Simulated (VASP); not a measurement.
# Au2O3H4 in VASP: single point with PBE

Aim: the single point of Au2O3H4 with PBE.

All numbers are computed with VASP 6.6.1; they aren't measurements. Logs are shortened: lines on timing, memory, paths and dates and some standing lists are left out, and cuts for length are marked.

## Step 1: The cell of the first run

The cell holds a molecule in a box, 9 atoms: a = 10.550 Å, b = 9.630 Å, c = 17.780 Å, α = 90.00°, β = 90.00°, γ = 90.00°.

## Step 2: Single point, PBE, non-collinear spin, zero start, spin-orbit coupling

INCAR reads:

```
SYSTEM = H4Au2O3
ALGO = Normal
EDIFF = 1E-6
ENCUT = 520
GGA = PE
GGA_COMPAT = .FALSE.
ISIF = 2
ISMEAR = 0
LASPH = .TRUE.
LCHARG = .TRUE.
LMAXMIX = 4
LNONCOLLINEAR = .TRUE.
LORBIT = 11
LORBMOM = .TRUE.
LREAL = .FALSE.
LSORBIT = .TRUE.
LVHAR = .TRUE.
LWAVE = .FALSE.
MAGMOM = 0 0 0 0 0 0 0 0 0 0 0 0 0 0 0 0 0 0 0 0 0 0 0 0 0 0 0
NBANDS = 79
NELM = 200
NELMDL = -8
PREC = Accurate
SIGMA = 0.01
```

KPOINTS reads:

```
k-points
0
G
  1 1 1
  0 0 0
```

POSCAR reads:

```
H4Au2O3
1.0
   10.5500000000      0.0000000000      0.0000000000
    0.0000000000      9.6300000000      0.0000000000
    0.0000000000      0.0000000000     17.7800000000
Au O H
2 3 4
Direct
    0.5001545000      0.4925887900      0.6075213700
    0.5001545000      0.5072429900      0.3923250800
    0.5001545000      0.4999158900      0.4999235100
    0.5001545000      0.4814205600      0.7281406100
    0.5001545000      0.5184112100      0.2717058500
    0.5737687200      0.5325420600      0.7467530900
    0.4265402800      0.5325420600      0.7467530900
    0.5737687200      0.4672897200      0.2530933600
    0.4265402800      0.4672897200      0.2530933600
```

Potentials or basis: VASP PAW PBE potentials, release 64 (Au_sv_GW, O, H).

Launch:

```
cat potpaw_PBE.64/Au_sv_GW/POTCAR potpaw_PBE.64/O/POTCAR potpaw_PBE.64/H/POTCAR > POTCAR
mpirun -np 1 vasp_ncl > vasp.out
```

OUTCAR:

```text
SYSTEM = H4Au2O3
   EDIFF = 1E-6
   ENCUT = 520
   GGA = PE
   ISIF = 2
   ISMEAR = 0
   LASPH = .TRUE.
   LNONCOLLINEAR = .TRUE.
   LORBIT = 11
   LREAL = .FALSE.
   LSORBIT = .TRUE.
   NELM = 200
   NELMDL = -8
   PREC = Accurate

 ion  position               nearest neighbor table
   1  0.500  0.493  0.608-   3 1.91   4 2.15
   2  0.500  0.507  0.392-   3 1.91   5 2.15
   3  0.500  0.500  0.500-   1 1.91   2 1.91
   4  0.500  0.481  0.728-   6 0.98   7 0.98   1 2.15
   5  0.500  0.518  0.272-   8 0.98   9 0.98   2 2.15
   6  0.574  0.533  0.747-   4 0.98
   7  0.427  0.533  0.747-   4 0.98
   8  0.574  0.467  0.253-   5 0.98
   9  0.427  0.467  0.253-   5 0.98

  LATTYP: Found a simple orthorhombic cell.
 ALAT       =     9.6300000000
 B/A-ratio  =     1.0955347871
 C/A-ratio  =     1.8463136033

  Lattice vectors:

 A1 = (   0.0000000000,  -9.6300000000,   0.0000000000)
 A2 = (  10.5500000000,   0.0000000000,   0.0000000000)
 A3 = (   0.0000000000,   0.0000000000,  17.7800000000)

Analysis of symmetry for initial positions (statically):
=====================================================================
 Subroutine PRICEL returns:
 Original cell was already a primitive cell.

 Routine SETGRP: Setting up the symmetry group for a
 simple orthorhombic supercell.

 Subroutine GETGRP returns: Found  4 space group operations
 (whereof  1 operations were pure point group operations)
 out of a pool of  8 trial point group operations.

The static configuration has the point symmetry C_1 .
 The point group associated with its full space group is C_2h.

Analysis of symmetry for dynamics (positions and initial velocities):
=====================================================================
 Subroutine PRICEL returns:
 Original cell was already a primitive cell.

 Routine SETGRP: Setting up the symmetry group for a
 simple orthorhombic supercell.

 Subroutine GETGRP returns: Found  4 space group operations
 (whereof  1 operations were pure point group operations)
 out of a pool of  8 trial point group operations.

[... 307 lines left out ...]
  6        -0.000   0.000   0.000  -0.000
  7         0.000   0.000   0.000   0.000
  8         0.000   0.000   0.000   0.000
  9        -0.000   0.000   0.000  -0.000
 ------------------------------------------------
            0.000   0.000   0.000   0.000

 orbital moment (z)

 # of ion     p       d       f       tot
 ------------------------------------------------
  1         0.000   0.000  -0.000   0.000
  2         0.000   0.000  -0.000  -0.000
  3         0.000   0.000   0.000   0.000
  4         0.000   0.000   0.000   0.000
  5         0.000   0.000   0.000   0.000
  6        -0.000   0.000   0.000  -0.000
  7         0.000   0.000   0.000   0.000
  8         0.000   0.000   0.000   0.000
  9        -0.000   0.000   0.000  -0.000
 ------------------------------------------------
            0.000   0.000  -0.000   0.000

 Spin-Orbit-Coupling matrix elements

 Ion:    1  E_soc:     -5.7877151
 l=   1
     0.0000000    -0.8464364    -0.8440304
    -0.8464364     0.0000000    -0.8466521
    -0.8440304    -0.8466521     0.0000000
 l=   2
     0.0000000    -0.0203023     0.0000000    -0.0202746    -0.0811840
    -0.0203023     0.0000000    -0.0886746    -0.0179526    -0.0199422
     0.0000000    -0.0886746     0.0000000    -0.0878011     0.0000000
    -0.0202746    -0.0179526    -0.0878011     0.0000000    -0.0206003
    -0.0811840    -0.0199422     0.0000000    -0.0206003     0.0000000
 l=   3
     0.0000000    -0.0000000     0.0000000     0.0000000     0.0000000     0.0000000     0.0000000
    -0.0000000     0.0000000    -0.0000000     0.0000000     0.0000000     0.0000002     0.0000000
     0.0000000    -0.0000000     0.0000000    -0.0000042     0.0000015    -0.0000002     0.0000000
     0.0000000     0.0000000    -0.0000042     0.0000000    -0.0000042     0.0000000     0.0000000
[... 149 lines left out ...]
 l=   2
     0.0000000     0.0000000     0.0000000     0.0000000     0.0000000
     0.0000000     0.0000000     0.0000000     0.0000000     0.0000000
     0.0000000     0.0000000     0.0000000     0.0000000     0.0000000
     0.0000000     0.0000000     0.0000000     0.0000000     0.0000000
     0.0000000     0.0000000     0.0000000     0.0000000     0.0000000
 l=   3
     0.0000000     0.0000000     0.0000000     0.0000000     0.0000000     0.0000000     0.0000000
     0.0000000     0.0000000     0.0000000     0.0000000     0.0000000     0.0000000     0.0000000
     0.0000000     0.0000000     0.0000000     0.0000000     0.0000000     0.0000000     0.0000000
     0.0000000     0.0000000     0.0000000     0.0000000     0.0000000     0.0000000     0.0000000
     0.0000000     0.0000000     0.0000000     0.0000000     0.0000000     0.0000000     0.0000000
     0.0000000     0.0000000     0.0000000     0.0000000     0.0000000     0.0000000     0.0000000
     0.0000000     0.0000000     0.0000000     0.0000000     0.0000000     0.0000000     0.0000000

 total charge

# of ion       s       p       d       f       tot
--------------------------------------------------
    1        2.342   6.527   8.520   0.022  17.412
    2        2.342   6.527   8.520   0.022  17.412
    3        1.528   3.427   0.000   0.000   4.955
    4        1.557   3.609   0.000   0.000   5.166
    5        1.557   3.609   0.000   0.000   5.166
    6        0.609   0.118   0.000   0.000   0.728
    7        0.609   0.118   0.000   0.000   0.728
    8        0.609   0.118   0.000   0.000   0.728
    9        0.609   0.118   0.000   0.000   0.728
--------------------------------------------------
tot         11.764  24.173  17.041   0.044  53.022

 magnetization (x)

# of ion       s       p       d       f       tot
--------------------------------------------------
    1        0.000  -0.000  -0.000   0.000  -0.000
    2        0.000  -0.000  -0.000   0.000  -0.000
    3       -0.000   0.000   0.000   0.000  -0.000
    4        0.000  -0.000   0.000   0.000  -0.000
    5        0.000  -0.000   0.000   0.000  -0.000
    6        0.000   0.000   0.000   0.000   0.000
    7        0.000   0.000   0.000   0.000   0.000
    8        0.000   0.000   0.000   0.000   0.000
    9        0.000   0.000   0.000   0.000   0.000
--------------------------------------------------
tot          0.000  -0.000  -0.000   0.000  -0.000

 magnetization (y)

# of ion       s       p       d       f       tot
--------------------------------------------------
    1        0.000  -0.000   0.000   0.000   0.000
    2       -0.000  -0.000   0.000   0.000   0.000
    3        0.000   0.000   0.000   0.000   0.000
    4       -0.000  -0.000   0.000   0.000  -0.000
    5        0.000  -0.000   0.000   0.000  -0.000
    6       -0.000   0.000   0.000   0.000  -0.000
    7        0.000  -0.000   0.000   0.000   0.000
    8        0.000  -0.000   0.000   0.000   0.000
    9       -0.000   0.000   0.000   0.000  -0.000
--------------------------------------------------
tot         -0.000  -0.000   0.000   0.000   0.000

 magnetization (z)

# of ion       s       p       d       f       tot
--------------------------------------------------
    1        0.000   0.000   0.000   0.000   0.000
    2        0.000   0.000   0.000   0.000   0.000
    3        0.000   0.000   0.000   0.000   0.000
    4        0.000  -0.000   0.000   0.000  -0.000
    5       -0.000   0.000   0.000   0.000  -0.000
    6       -0.000  -0.000   0.000   0.000  -0.000
    7        0.000   0.000   0.000   0.000   0.000
    8        0.000   0.000   0.000   0.000   0.000
    9       -0.000  -0.000   0.000   0.000  -0.000
--------------------------------------------------
tot         -0.000  -0.000   0.000   0.000  -0.000
```

stdout:

```text
POSCAR found type information on POSCAR AuO H
 POSCAR found :  3 types and       9 ions
 scaLAPACK will be used
 LDA part: xc-table for (Slater+PW92), standard interpolation
 POSCAR, INCAR and KPOINTS ok, starting setup
 FFT: planning ... GRIDC
 FFT: planning ... GRID_SOFT
 FFT: planning ... GRID
 WAVECAR not read
 entering main loop
```

Run time: 45 min. Hardware: 1 thread of Intel Xeon Platinum 8488C (Sapphire Rapids), shared host; peak memory 4.4 GiB.

What came out:

```yaml
Free_energy: -41.4062 eV
Largest_force: 0.145 eV/Å
Net_moment: 0.00 μB per cell
Valence_electrons_inside_the_program's_atomic_spheres: Au 17.41; O 4.96, 5.17 (each value once); H 0.73
```

Forces in eV/Å, atoms in the order of the input:
```
Au   0.000  0.031 -0.110
Au   0.000 -0.031  0.110
O    0.000  0.000  0.000
O    0.000  0.080  0.105
O    0.000 -0.080 -0.105
H    0.008 -0.050 -0.136
H   -0.008 -0.050 -0.136
H    0.008  0.050  0.136
H   -0.008  0.050  0.136
```

Moments on the atoms (μB; x, y, z):
```
Au  0.00 0.00 0.00
Au  0.00 0.00 0.00
O   0.00 0.00 0.00
O   0.00 0.00 0.00
O   0.00 0.00 0.00
H   0.00 0.00 0.00
H   0.00 0.00 0.00
H   0.00 0.00 0.00
H   0.00 0.00 0.00
```
